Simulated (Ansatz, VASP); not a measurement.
Mo in VASP and in Ansatz

```
Mo
1.0
     2.95409    0.00000    0.00000
    -1.47705    2.55832    0.00000
     0.00000    0.00000    2.14760
Mo
1
Direct
  0.00000 0.00000 0.50000
```

Alike in both runs: task single point; functional PBEsol; k mesh 30 × 30 × 26; occupations gaussian, width 0.15 eV; no spin polarisation.

```csv
,VASP,Ansatz
version,VASP 6.6.1,Ansatz 0.2.0
potentials or method,"VASP PAW PBE potentials, release 64 (Mo_sv), cutoff 520 eV","scalar-relativistic, plane waves, PAW"
valence electrons in the cell,14,14
```

Ansatz gave:

* gap on the k mesh at the Fermi level (eV): none
* pressure (GPa): 23.6
* traceless stress, the component that is largest in VASP (GPa): 77.82

**Question.** What did VASP give for the same quantities?

**Answer.** gap on the k mesh at the Fermi level (eV): none; pressure (GPa): 25.3; traceless stress, the component that is largest in VASP (GPa): 80.66.

VASP's potentials were made for PBE, not for PBEsol. A gap of «none» marks a metal or a gap that the smearing closes.
